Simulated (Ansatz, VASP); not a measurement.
## Fe in VASP and in Ansatz

Contents of INCAR:

```
PREC = Accurate
ENCUT = 520
EDIFF = 1E-7
ISMEAR = -1
SIGMA = 0.05
LREAL = F
LASPH = T
NELM = 150
ALGO = Normal
ISIF = 2
LWAVE = F
LCHARG = F
ISPIN = 2
MAGMOM = 2.132
LORBIT = 11
LMAXMIX = 4
GGA = PS
NBANDS = 14
```

The input KPOINTS:

```
regular mesh
0
Gamma
  26 26 26
```

File POSCAR:

```
Fe
1.0
   -1.3358918103      1.3358918103      1.3358918103
    1.3358918103     -1.3358918103      1.3358918103
    1.3358918103      1.3358918103     -1.3358918103
Fe
1
Direct
    0.0000000000      0.0000000000      0.0000000000
```

Input for Ansatz:

```yaml
crystal:
  lattice:
    - [-1.33589181, 1.33589181, 1.33589181]
    - [1.33589181, -1.33589181, 1.33589181]
    - [1.33589181, 1.33589181, -1.33589181]
  atoms:
    - { symbol: Fe, position: [0.0, 0.0, 0.0], spin: 2.132 }
hamiltonian:
  xc: pbesol
  pseudopotentials:
    kind: paw
    azcp:
      Fe: "pseudopotentials/Fe.paw.azcp"
basis:
  ecutwfc: 420
  fft_grid_basis: typed
kpoints:
  mp_grid: { grid: [26, 26, 26], shift: [0, 0, 0] }
magnetization:
  spin_polarized: true
scf:
  occupations: { method: fermi_dirac, width: 0.05 }
output:
  stress: true
```

Alike in both runs: task single point; functional PBEsol; k mesh 26 × 26 × 26; occupations fermi-dirac, width 0.05 eV; collinear spin.

|  | VASP | Ansatz |
| --- | --- | --- |
| version | VASP 6.6.1 | Ansatz 0.2.0 |
| potentials or method | VASP PAW PBE potentials, release 64 (Fe), cutoff 520 eV | plane waves (420 eV) with PAW, scalar-relativistic |
| valence electrons in the cell | 8 | 16 |

```csv
,VASP,Ansatz,Ansatz less VASP
net moment per atom (μB),1.90,1.89,-0.007
size of the moment on the site where the two differ most (μB),1.86,1.90,+0.034
```

VASP's potentials were made for PBE, not for PBEsol, and Ansatz warns of the same on its side. Site moments also hang on the region over which each program counts them. The functional is the same, so the differences come from potentials, cutoffs and numerics. VASP's potentials hold 8 valence electrons a cell and Ansatz's 16, so a difference there can come from the potentials and not from the codes.
